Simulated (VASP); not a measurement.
Al: single point with PBEsol+D3(BJ)

The system is Al.

```
Al
1.0
     0.00000    1.98292    1.98292
     1.98292    0.00000    1.98292
     1.98292    1.98292    0.00000
Al
1
Direct
  0.00000 0.00000 0.00000
```

* Program: VASP 6.6.1
* Task: single point
* Functional: PBEsol
* Dispersion: D3(BJ)
* Potentials or basis: VASP PAW PBE potentials, release 64 (Al)
* Cutoff: 520 eV
* k mesh: 11 × 11 × 11
* Occupations: fermi-dirac, width 0.05 eV
* Spin: no spin polarisation

```
Pressure                   : 0.0 GPa
Dispersion energy per atom : -0.336 eV
```

Levels at points of the mesh, in eV from the Fermi level:
| k point | band 1 | band 2 | band 3 | band 4 | band 5 | band 6 |
| --- | --- | --- | --- | --- | --- | --- |
| (0.00, 0.00, 0.00) | -11.52 | 12.92 | 12.92 | 12.92 | 14.85 | 14.85 |

It took 5.8 s on 1 thread of AMD EPYC 7R13 Processor (Zen 3) (shared host), peak memory 0.11 GiB.

Caveat: the PAW data sets were made with another functional, which shifts forces and pressure a little; pairwise dispersion overbinds metals, which lowers pressure and volume.
